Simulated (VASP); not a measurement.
# ZrC (Fm-3m) in VASP: notebook, part 2 of 2

VASP 6.6.1. The steps go on from the part before.

### 3 Single point, r2SCAN

This run uses another cell than the first one, of 13.07 Å³/atom, 1.141 times its volume.

POSCAR

```
ZrC
1.0
    0.0000000000      2.3555428880      2.3555428880
    2.3555428880      0.0000000000      2.3555428880
    2.3555428880      2.3555428880      0.0000000000
Zr C
1 1
Direct
    0.0000000000      0.0000000000      0.0000000000
    0.5000000000      0.5000000000      0.5000000000
```

INCAR.step1

```
ALGO     = Normal         # electronic algorithm
EDIFF    = 1E-5           # SCF threshold, eV
ENCUT    = 660            # plane-wave cutoff, eV
GGA      = PE             # functional
GGA_COMPAT= False        
ISMEAR   = 0              # smearing method
LASPH    = True           # aspherical terms in the spheres
LCHARG   = False          # write CHGCAR
LREAL    = False          # projectors in reciprocal space
LWAVE    = True           # write WAVECAR
NBANDS   = 15             # bands
NELM     = 120            # most SCF steps
PREC     = Accurate       # precision mode
SIGMA    = 0.1            # smearing width, eV
```

INCAR.step2

```
ALGO     = Normal         # electronic algorithm
EDIFF    = 1E-6           # SCF threshold, eV
ENCUT    = 660            # plane-wave cutoff, eV
GGA_COMPAT= False        
ISIF     = 2              # what is computed and relaxed
ISMEAR   = 0              # smearing method
ISTART   = 1            
LASPH    = True           # aspherical terms in the spheres
LCHARG   = False          # write CHGCAR
LMIXTAU  = True         
LREAL    = False          # projectors in reciprocal space
LWAVE    = False          # write WAVECAR
METAGGA  = R2SCAN         # meta-GGA
NBANDS   = 15             # bands
NELM     = 120            # most SCF steps
PREC     = Accurate       # precision mode
SIGMA    = 0.1            # smearing width, eV
```

KPOINTS

```
k-points
0
Gamma
  8 8 8
```

Potentials or basis: VASP PAW PBE potentials, release 64 (Zr_sv, C).

Command:

```sh
$ cat potpaw_PBE.64/Zr_sv/POTCAR potpaw_PBE.64/C/POTCAR > POTCAR
$ cp INCAR.step1 INCAR
$ mpirun -np 1 vasp_std > vasp.out
$ cp INCAR.step2 INCAR
$ mpirun -np 1 vasp_std > vasp.out
```

OUTCAR:

```text
EDIFF = 1E-6
   ENCUT = 660
   ISIF = 2
   ISMEAR = 0
   ISTART = 1
   LASPH = True
   LREAL = False
   METAGGA = R2SCAN
   NELM = 120
   PREC = Accurate

 ion  position               nearest neighbor table
   1  0.000  0.000  0.000-   2 2.36   2 2.36   2 2.36   2 2.36   2 2.36   2 2.36
   2  0.500  0.500  0.500-   1 2.36   1 2.36   1 2.36   1 2.36   1 2.36   1 2.36

  LATTYP: Found a face centered cubic cell.
 ALAT       =     4.7110857760

  Lattice vectors:

 A1 = (   0.0000000000,   2.3555428880,   2.3555428880)
 A2 = (   2.3555428880,   0.0000000000,   2.3555428880)
 A3 = (   2.3555428880,   2.3555428880,   0.0000000000)

Analysis of symmetry for initial positions (statically):
=====================================================================
 Subroutine PRICEL returns:
 Original cell was already a primitive cell.

 Routine SETGRP: Setting up the symmetry group for a
 face centered cubic supercell.

 Subroutine GETGRP returns: Found 48 space group operations
 (whereof 48 operations were pure point group operations)
 out of a pool of 48 trial point group operations.

The static configuration has the point symmetry O_h .

Analysis of symmetry for dynamics (positions and initial velocities):
=====================================================================
 Subroutine PRICEL returns:
 Original cell was already a primitive cell.

 Routine SETGRP: Setting up the symmetry group for a
 face centered cubic supercell.

 Subroutine GETGRP returns: Found 48 space group operations
 (whereof 48 operations were pure point group operations)
 out of a pool of 48 trial point group operations.

The dynamic configuration has the point symmetry O_h .

 Subroutine INISYM returns: Found 48 space group operations
 (whereof 48 operations are pure point group operations),
 and found     1 'primitive' translations

----------------------------------------------------------------------------------------

                                     Primitive cell

  volume of cell :      26.1398

  direct lattice vectors                    reciprocal lattice vectors
     0.000000000  2.355542888  2.355542888    -0.212265292  0.212265292  0.212265292
     2.355542888  0.000000000  2.355542888     0.212265292 -0.212265292  0.212265292
     2.355542888  2.355542888  0.000000000     0.212265292  0.212265292 -0.212265292

  length of vectors
     3.331240699  3.331240699  3.331240699     0.367654271  0.367654271  0.367654271

  position of ions in fractional coordinates (direct lattice)
     0.000000000  0.000000000  0.000000000
     0.500000000  0.500000000  0.500000000

  ion indices of the primitive-cell ions
   primitive index   ion index
                 1           1
                 2           2

----------------------------------------------------------------------------------------

 KPOINTS: k-points

Automatic generation of k-mesh.
 Grid dimensions read from file:
 generate k-points for:    8    8    8

 Generating k-lattice:

  Cartesian coordinates                     Fractional coordinates (reciprocal lattice)
    -0.026533162  0.026533162  0.026533162     0.125000000  0.000000000  0.000000000
     0.026533162 -0.026533162  0.026533162     0.000000000  0.125000000  0.000000000
     0.026533162  0.026533162 -0.026533162     0.000000000  0.000000000  0.125000000

  Length of vectors
     0.045956784  0.045956784  0.045956784

  Shift w.r.t. Gamma in fractional coordinates (k-lattice)
     0.000000000  0.000000000  0.000000000

 Subroutine IBZKPT returns following result:
 ===========================================

 Found     29 irreducible k-points:

 Following reciprocal coordinates:
            Coordinates               Weight
  0.000000  0.000000  0.000000      1.000000
  0.125000  0.000000  0.000000      8.000000
  0.250000  0.000000  0.000000      8.000000
  0.375000  0.000000  0.000000      8.000000
  0.500000  0.000000  0.000000      4.000000
  0.125000  0.125000  0.000000      6.000000
[... 16 lines left out ...]
  0.500000  0.250000  0.125000     48.000000
 -0.375000  0.250000  0.125000     24.000000
 [... further k-points ...]
   k-points           NKPTS =     29   k-points in BZ     NKDIM =     29   number of bands    NBANDS=     15
   number of dos      NEDOS =    301   number of ions     NIONS =      2
   total plane-waves  NPLWV =  21952
   dimension x,y,z NGX =    28 NGY =   28 NGZ =   28
   dimension x,y,z NGXF=    56 NGYF=   56 NGZF=   56
   ions per type =               1   1
   NGX,Y,Z   is equivalent  to a cutoff of  13.97, 13.97, 13.97 a.u.
   NGXF,Y,Z  is equivalent  to a cutoff of  27.95, 27.95, 27.95 a.u.
 SYSTEM =  unknown system
   PREC   = accura    normal or accurate (medium, high low for compatibility)
   ISTART =      1    job   : 0-new  1-cont  2-samecut
   ICHARG =      0    charge: 1-file 2-atom 10-const
   ISPIN  =      1    spin polarized calculation?
   LNONCOLLINEAR =      F non collinear calculations
   LSORBIT =      F    spin-orbit coupling
   LASPH  =      T    aspherical Exc in radial PAW
   ENCUT  =  660.0 eV  48.51 Ry    6.96 a.u.   6.98  6.98  6.98*2*pi/ulx,y,z
   NELM   =    120;   NELMIN=  2; NELMDL=  0     # of ELM steps
   EDIFF  = 0.1E-05   stopping-criterion for ELM
   LREAL  =      F    real-space projection
   EDIFFG = 0.1E-04   stopping-criterion for IOM
   NSW    =      0    number of steps for IOM
   IBRION =     -1    ionic relax: 0-MD 1-quasi-New 2-CG
   NFREE  =      0    steps in history (QN), initial steepest desc. (CG)
   ISIF   =      2    stress and relaxation
   ISYM   =      2    0-nonsym 1-usesym 2-fastsym
   POTIM  = 0.5000    time-step for ionic-motion
   TEBEG  =    0.0;   TEEND  =   0.0 temperature during run
   PSTRESS=    0.0 pullay stress
   NELECT =      16.0000    total number of electrons
   NUPDOWN=      -1.0000    fix difference up-down
   EMIN   =  10.00;   EMAX   =-10.00  energy-range for DOS
   EFERMI =   0.00;   METHOD = LEGACY
   ISMEAR =     0;   SIGMA  =   0.10  broadening in eV -4-tet -1-fermi 0-gaus
   EFERMI_NEDOS =   21; number of points for ismear=-14 and -15
   IALGO  =     38    algorithm
   IMIX   =      4    mixing-type and parameters
     AMIX     =   0.40;   BMIX     =  1.00
     AMIX_MAG =   1.60;   BMIX_MAG =  1.00
  volume/ion in A,a.u.               =      13.07        88.20
  Fermi-wavevector in a.u.,A,eV,Ry     =   1.389997  2.626713 26.287697  1.932091
  Thomas-Fermi vector in A             =   2.513974
   LORBIT       =      0    0 simple, 1 ext, 2 COOP (PROOUT), +10 PAW based schemes
   METAGGA = R2SCAN    functional components
   LHFCALC =     F    Hartree Fock is set to
   AEXX    =    0.0000 exact exchange contribution
   IVDW    =     0    specifies the selected vdW correction
   LEPSILON=     F    determine dielectric tensor
   LRPA    =     F    only Hartree local field effects (RPA)
 non-spin polarized calculation
 Gauss-broadening in eV      SIGMA  =   0.10
  energy-cutoff  :      660.00
  volume of cell :       26.14
 maximum number of plane-waves:      1036
   NGX = 13   NGY = 13   NGZ = 13

 number of electron      16.0000000 magnetization

 Free energy of the ion-electron system (eV)
  ---------------------------------------------------
  ext. energy  EPLUGINS =         0.00000000
  ---------------------------------------------------
  free energy    TOTEN  =       -34.72368922 eV

  energy without entropy =      -34.72176997  energy(sigma->0) =      -34.72272960

 E-fermi :   9.5107     XC(G=0): -12.9049

 val. band max:        9.3619236567   @ k =   0.3750   0.3750   0.0000
 cond. band min:       9.5268827470   @ k =   0.1250   0.1250   0.0000
 fundamental gap:      0.1649590903
 Fermi energy:         9.5106707672

 k-point     1 :       0.0000    0.0000    0.0000
  band No.  band energies     occupation
      1     -40.2806      2.00000
      2     -17.2871      2.00000
      3     -17.2871      2.00000
      4     -17.2871      2.00000
      5      -2.4449      2.00000
      6      10.4898      0.00000
      7      10.4898      0.00000
      8      10.4898      0.00000
      9      10.8823      0.00000
     10      10.8823      0.00000
     11      10.8823      0.00000
     12      12.5154      0.00000
     13      12.5154      0.00000
     14      17.4375      0.00000
     15      20.6923      0.00000
[... 397 lines left out ...]
 k-point    24 :      -0.3750    0.2500    0.1250
  band No.  band energies     occupation
      1     -40.1600      2.00000
      2     -18.0165      2.00000
      3     -17.5838      2.00000
      4     -17.4376      2.00000
      5      -0.0449      2.00000
      6       5.1810      2.00000
      7       6.9222      2.00000
      8       7.0220      2.00000
      9      13.1974      0.00000
     10      13.6588      0.00000
     11      15.1339      0.00000
     12      17.9307      0.00000
     13      18.7098      0.00000
     14      20.3377      0.00000
     15      24.0017      0.00000

 [... further k-points ...]
[... 5 lines left out ...]
  --------------------------------------------------------------------------------------
  -------------------------------------------------------------------------------------
  Total        0.0212575      0.0212575      0.0212575      0.0000000      0.0000000      0.0000000
  in kB        1.3029280      1.3029280      1.3029280      0.0000000      0.0000000      0.0000000
  external PRESSURE =       1.3029280 kB  Pullay stress =       0.0000000 kB

 VOLUME and BASIS-vectors are now :
 -----------------------------------------------------------------------------
  energy-cutoff  :      660.00
  volume of cell :       26.14
      direct lattice vectors                 reciprocal lattice vectors
     0.000000000  2.355542888  2.355542888    -0.212265292  0.212265292  0.212265292
     2.355542888  0.000000000  2.355542888     0.212265292 -0.212265292  0.212265292
     2.355542888  2.355542888  0.000000000     0.212265292  0.212265292 -0.212265292

 POSITION                                       TOTAL-FORCE (eV/Angst)
 -----------------------------------------------------------------------------------
      0.00000      0.00000      0.00000        -0.000000      0.000000     -0.000000
      2.35554      2.35554      2.35554         0.000000     -0.000000      0.000000
 -----------------------------------------------------------------------------------
    total drift:                                0.000000      0.000000      0.000000

  FREE ENERGIE OF THE ION-ELECTRON SYSTEM (eV)
  ---------------------------------------------------
  free  energy   TOTEN  =       -34.7236892214 eV

  energy  without entropy=      -34.7217699725  energy(sigma->0) =      -34.72272960
```

Wall time 34 s (1 thread of Intel Xeon 6975P-C (Granite Rapids), shared host); peak memory 0.17 GiB.

Results:

```
Free energy            : -34.7237 eV
Pressure               : 0.1 GPa
Band gap on the k mesh : zero (band 8 reaches 10.49 eV, above the bottom of band 9 at 9.17 eV)
```

Levels at points of the mesh, in eV from the Fermi level:
```
           k point  band 5  band 6  band 7  band 8  band 9  band 10  band 11  band 12
(0.00, 0.00, 0.00)  -11.96    0.98    0.98    0.98    1.37     1.37     1.37     3.00
(0.50, 0.00, 0.00)   -8.88   -5.39   -3.03   -3.03    4.83     4.83     5.73     7.00
(0.50, 0.50, 0.00)  -10.82   -2.16   -1.55    0.06    0.06     4.64     5.99     5.99
```

Caveat: the PAW data sets were made with another functional, which shifts forces and pressure a little.

### 4 Relaxation of cell and atoms, r2SCAN

POSCAR

```
ZrC
1.0
    0.0000000000      2.2542414439      2.2542414439
    2.2542414439      0.0000000000      2.2542414439
    2.2542414439      2.2542414439      0.0000000000
Zr C
1 1
Direct
    0.0000000000      0.0000000000      0.0000000000
    0.5000000000      0.5000000000      0.5000000000
```

INCAR.step1

```
SYSTEM = ZrC
PREC     = Accurate       ! precision mode
ENCUT    = 660            ! plane-wave cutoff, eV
ISMEAR   = 0              ! smearing method
SIGMA    = 0.1            ! smearing width, eV
LREAL    = .FALSE.        ! projectors in reciprocal space
LASPH    = .TRUE.         ! aspherical terms in the spheres
NELM     = 120            ! most SCF steps
GGA      = PE             ! functional
ALGO     = Normal         ! electronic algorithm
EDIFF    = 1E-5           ! SCF threshold, eV
LWAVE    = .TRUE.         ! write WAVECAR
LCHARG   = .FALSE.        ! write CHGCAR
GGA_COMPAT= .FALSE.      
IBRION   = 2              ! ionic algorithm
ISIF     = 3              ! what is computed and relaxed
EDIFFG   = -0.005         ! ionic threshold
NELMIN   = 4            
NSW      = 100            ! ionic steps
```

INCAR.step2

```
SYSTEM = ZrC
PREC     = Accurate       ! precision mode
ENCUT    = 660            ! plane-wave cutoff, eV
EDIFF    = 1E-7           ! SCF threshold, eV
ISMEAR   = 0              ! smearing method
SIGMA    = 0.1            ! smearing width, eV
LREAL    = .FALSE.        ! projectors in reciprocal space
LASPH    = .TRUE.         ! aspherical terms in the spheres
NELM     = 120            ! most SCF steps
ALGO     = Normal         ! electronic algorithm
ISIF     = 3              ! what is computed and relaxed
LWAVE    = .FALSE.        ! write WAVECAR
LCHARG   = .FALSE.        ! write CHGCAR
METAGGA  = R2SCAN         ! meta-GGA
LMIXTAU  = .TRUE.       
IBRION   = 2              ! ionic algorithm
NSW      = 80             ! ionic steps
EDIFFG   = -0.05          ! ionic threshold
ISTART   = 1            
GGA_COMPAT= .FALSE.      
NELMIN   = 4
```

KPOINTS

```
regular mesh
0
G
  8 8 8
  0 0 0
```

Command:

```sh
$ cat potpaw_PBE.64/Zr_sv/POTCAR potpaw_PBE.64/C/POTCAR > POTCAR
$ cp INCAR.step1 INCAR
$ mpirun -np 1 vasp_std > vasp.out
$ cp INCAR.step2 INCAR
$ mpirun -np 1 vasp_std > vasp.out
```

Run time: 2.7 min. Hardware: 1 thread of Intel Xeon 6975P-C (Granite Rapids), shared host; peak memory 0.18 GiB.

It converged, with:

* Free energy: -34.7205 eV
* Relaxed volume: 13.10 Å³/atom
* Relaxed cell: a = 3.334 Å, b = 3.334 Å, c = 3.334 Å, α = 60.00°, β = 60.00°, γ = 60.00°
* Space group after relaxing (to 0.05 Å): Fm-3m (No. 225)
* Energy gained by relaxing: 179.6 meV/atom
* Ionic steps: 4
* Pressure after relaxing: -0.3 GPa
* Band gap on the k mesh: zero (band 8 reaches 10.47 eV, above the bottom of band 9 at 9.14 eV)

The path:
| step | energy change (eV) | largest force (eV/Å) | pressure (GPa) | volume (Å³) |
| --- | --- | --- | --- | --- |
| 1 | 0.0000 | 0.0000 | 39.58 | 22.91 |
| 2 | 0.6398 | 0.0000 | -34.59 | 33.63 |
| 3 | -0.3573 | 0.0000 | -2.29 | 26.42 |
| 4 | -0.3592 | 0.0000 | -0.33 | 26.19 |

Final structure:
```xyz
2
Lattice="0.0000 2.3572 2.3572 2.3572 0.0000 2.3572 2.3572 2.3572 0.0000" Properties=species:S:1:pos:R:3 pbc="T T T"
Zr    0.0000    0.0000    0.0000
C     2.3572    2.3572    2.3572
```

Levels at points of the mesh, in eV from the Fermi level:
| k point | band 6 | band 7 | band 8 | band 9 | band 10 | band 11 |
| --- | --- | --- | --- | --- | --- | --- |
| (0.00, 0.00, 0.00) | 0.98 | 0.98 | 0.98 | 1.37 | 1.37 | 1.37 |
| (0.50, 0.00, 0.00) | -5.38 | -3.02 | -3.02 | 4.82 | 4.82 | 5.72 |
| (0.50, 0.50, 0.00) | -2.16 | -1.54 | 0.05 | 0.05 | 4.63 | 5.98 |

Caveat: the PAW data sets were made with another functional, which shifts forces and pressure a little.

### 5 Summary

```csv
task,cell,gap on the mesh (eV),pressure (GPa)
single point,"a = 3.188 Å, angles 60.0°, 2 atoms",none,39.6
single point,"a = 3.331 Å, angles 60.0°, 2 atoms",none,0.1
relaxation of cell and atoms,"relaxed from a = 3.188 Å, angles 60.0°, 2 atoms",none,-0.3
```

Alike in all rows: level r2SCAN; potentials or basis VASP PAW PBE potentials, release 64 (Zr_sv, C); no spin polarisation; k mesh 8 × 8 × 8; cutoff (eV) 660; smearing gaussian 0.1 eV.

Caveats: the PAW data sets were made with another functional, which shifts forces and pressure a little.

Total energies depend on the potentials used, so only differences within one code and one set of settings carry meaning.
